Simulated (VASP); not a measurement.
Input of a VASP 6.6.1 run:

POSCAR

```
GaSb
1.0
    0.0000000000      3.0658787994      3.0658787994
    3.0658787994      0.0000000000      3.0658787994
    3.0658787994      3.0658787994      0.0000000000
Ga Sb
1 1
Direct
    0.0000000000      0.0000000000      0.0000000000
    0.2500000000      0.2500000000      0.2500000000
```

Contents of INCAR.step1:

```
SYSTEM = GaSb
PREC = Accurate ; ENCUT = 520
ISMEAR = -1 ; SIGMA = 0.02
LREAL = .False. ; LASPH = .True.
NELM = 100 ; NBANDS = 16
GGA = PE ; ALGO = Normal
EDIFF = 1E-4 ; LWAVE = .True.
LCHARG = .False.
```

The input INCAR.step2:

```
SYSTEM = GaSb
PREC = Accurate ; ENCUT = 520
EDIFF = 1E-7 ; ISMEAR = -1
SIGMA = 0.02 ; LREAL = .False.
LASPH = .True. ; NELM = 100
ALGO = Normal ; ISIF = 2
LWAVE = .False. ; LCHARG = .False.
METAGGA = R2SCAN ; LMIXTAU = .True.
NBANDS = 16 ; ISTART = 1
```

KPOINTS

```
Automatic mesh
0
Gamma
  8 8 8
  0 0 0
```

Potentials or basis: VASP PAW PBE potentials, release 64 (Ga_d, Sb).

The run is started by

```sh
$ cat potpaw_PBE.64/Ga_d/POTCAR potpaw_PBE.64/Sb/POTCAR > POTCAR
$ cp INCAR.step1 INCAR
$ mpirun -np 1 vasp_std > vasp.out
$ cp INCAR.step2 INCAR
$ mpirun -np 1 vasp_std > vasp.out
```

**Question.** Predict the band gap on the k mesh.

**Answer.** 0.40 eV.

**Question.** What does it give for the pressure?

**Answer.** 0.1 GPa.

Caveat: the PAW data sets were made with another functional, which shifts forces and pressure a little; spin-orbit coupling is left out, which moves the levels of the heavy elements. A k mesh can miss the band edges.
